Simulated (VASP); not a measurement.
Input of a VASP 6.6.1 run:

Contents of INCAR:

```
SYSTEM = SiC
PREC     = Accurate       ! precision mode
ENCUT    = 520            ! plane-wave cutoff, eV
EDIFF    = 1E-7           ! SCF threshold, eV
ISMEAR   = -1             ! smearing method
SIGMA    = 0.05           ! smearing width, eV
LREAL    = .FALSE.        ! projectors in reciprocal space
LASPH    = .TRUE.         ! aspherical terms in the spheres
NELM     = 100            ! most SCF steps
ALGO     = Normal         ! electronic algorithm
ISIF     = 2              ! what is computed and relaxed
LWAVE    = .FALSE.        ! write WAVECAR
LCHARG   = .TRUE.         ! write CHGCAR
GGA      = PE             ! functional
LELF     = .TRUE.         ! ELF
LVHAR    = .TRUE.       
NBANDS   = 36             ! bands
```

File KPOINTS:

```
regular mesh
0
G
  10 10 2
  0 0 0
```

POSCAR

```
SiC
1.0
    3.0318190065      0.0000000000      0.0000000000
   -1.5159095032      2.6256322793      0.0000000000
    0.0000000000      0.0000000000     14.8603212692
Si C
6 6
Direct
    0.6666666667      0.3333333333      0.4583000000
    0.3333333333      0.6666666667      0.9583000000
    0.6666666667      0.3333333333      0.7917000000
    0.3333333333      0.6666666667      0.2917000000
    0.0000000000      0.0000000000      0.6250000000
    0.0000000000      0.0000000000      0.1250000000
    0.6666666667      0.3333333333      0.3333000000
    0.3333333333      0.6666666667      0.8333000000
    0.6666666667      0.3333333333      0.6667000000
    0.3333333333      0.6666666667      0.1667000000
    0.0000000000      0.0000000000      0.5000000000
    0.0000000000      0.0000000000      0.0000000000
```

Potentials or basis: VASP PAW PBE potentials, release 64 (Si, C).

The run is started by

```console
$ cat potpaw_PBE.64/Si/POTCAR potpaw_PBE.64/C/POTCAR > POTCAR
$ mpirun -np 1 vasp_std > vasp.out
```

Q: What does it give for the band gap on the k mesh?

A: 2.01 eV, indirect (least direct gap 3.11 eV).

Q: Predict the largest force.

A: 0.153 eV/Å.

Q: Estimate the pressure.

A: 15.1 GPa.

Forces on the atoms (eV/Å):
```
Si   0.000  0.000  0.065
Si   0.000  0.000  0.065
Si   0.000  0.000  0.032
Si   0.000  0.000  0.032
Si   0.000  0.000  0.039
Si   0.000  0.000  0.039
C    0.000  0.000 -0.018
C    0.000  0.000 -0.018
C    0.000  0.000  0.034
C    0.000  0.000  0.034
C    0.000  0.000 -0.153
C    0.000  0.000 -0.153
```

A k mesh can miss the band edges.
